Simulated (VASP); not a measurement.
Input of a VASP 6.6.1 run:

The input INCAR:

```
SYSTEM = TaN
PREC     = Accurate       ! precision mode
ENCUT    = 600            ! plane-wave cutoff, eV
EDIFF    = 1E-6           ! SCF threshold, eV
ISMEAR   = 1              ! smearing method
SIGMA    = 0.05           ! smearing width, eV
LREAL    = .FALSE.        ! projectors in reciprocal space
LASPH    = .TRUE.         ! aspherical terms in the spheres
NELM     = 120            ! most SCF steps
ALGO     = Normal         ! electronic algorithm
ISIF     = 2              ! what is computed and relaxed
LWAVE    = .FALSE.        ! write WAVECAR
LCHARG   = .FALSE.        ! write CHGCAR
GGA      = PE             ! functional
NBANDS   = 15             ! bands
GGA_COMPAT= .FALSE.
```

KPOINTS

```
regular mesh
0
G
  8 8 8
  0 0 0
```

POSCAR

```
TaN
1.0
    0.0000000000      2.1790000000      2.1790000000
    2.1790000000      0.0000000000      2.1790000000
    2.1790000000      2.1790000000      0.0000000000
Ta N
1 1
Direct
    0.5000000000      0.5000000000      0.5000000000
    0.0000000000      0.0000000000      0.0000000000
```

Potentials or basis: VASP PAW PBE potentials, release 64 (Ta_pv, N).

Command:

```bash
$ cat potpaw_PBE.64/Ta_pv/POTCAR potpaw_PBE.64/N/POTCAR > POTCAR
$ mpirun -np 1 vasp_std > vasp.out
```

Problem. Estimate the band gap on the k mesh.

Solution. Zero (band 8 reaches 11.85 eV, above the bottom of band 9 at 7.68 eV).

Problem. Estimate the pressure.

Solution. 15.6 GPa.

Caveat: spin-orbit coupling is left out, which moves the levels of the heavy elements.
